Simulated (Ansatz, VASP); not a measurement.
## Sc2GaN3 in VASP and in Ansatz

```
Sc Ga N
1.0
     3.16181    0.00000    0.00000
    -1.58090    2.73820    0.00000
     0.00000    0.00000    7.56967
Sc Ga N
2 1 3
Cartesian
  1.5809 0.9127 2.4704
  0.0000 1.8255 5.0993
  0.0000 0.0000 0.0000
  0.0000 1.8255 1.1984
  0.0000 0.0000 3.7848
  1.5809 0.9127 6.3713
```

Alike in both runs: task relaxation of cell and atoms; functional PBE; k mesh 12 × 12 × 4; occupations gaussian, width 0.02 eV; no spin polarisation.

```csv
,VASP,Ansatz
version,VASP 6.6.1,Ansatz 0.2.0
potentials or method,"VASP PAW PBE potentials, release 64 (Sc_sv, Ga_d, N), cutoff 600 eV","scalar-relativistic, plane waves, PAW"
valence electrons in the cell,50,50
```

|  | VASP | Ansatz | Ansatz less VASP |
| --- | --- | --- | --- |
| gap on the k mesh at the Fermi level, each at its own relaxed structure (eV) | 0.81 | 0.84 | +0.025 |
| relaxed volume (Å³/atom) | 10.93 | 10.89 | -0.038 |
| relaxed cell length with the largest relative difference (Å) | 7.587 | 7.576 | -0.0108 |
